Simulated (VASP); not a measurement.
Input of a VASP 6.6.1 run:

INCAR

```
ALGO = Fast ; EDIFF = 1E-7
ENCUT = 520 ; GGA = PE
ISIF = 2 ; ISMEAR = 0
ISPIN = 2 ; LASPH = True
LCHARG = True ; LELF = True
LMAXMIX = 4 ; LORBIT = 11
LREAL = False ; LVHAR = True
LWAVE = False ; MAGMOM = 0.05
NBANDS = 16 ; NELM = 150
PREC = Accurate ; SIGMA = 0.05
```

The input KPOINTS:

```
k-points
0
Gamma
  20 20 20
```

Contents of POSCAR:

```
V
1.0
   -1.4957415029      1.4957415029      1.4957415029
    1.4957415029     -1.4957415029      1.4957415029
    1.4957415029      1.4957415029     -1.4957415029
V
1
Direct
    0.0000000000      0.0000000000      0.0000000000
```

Potentials or basis: VASP PAW PBE potentials, release 64 (V_sv).

The run is started by

```console
$ cat potpaw_PBE.64/V_sv/POTCAR > POTCAR
$ mpirun -np 1 vasp_std > vasp.out
```

Predict the net moment.

0.00 μB per cell.

Estimate the pressure.

1.2 GPa.
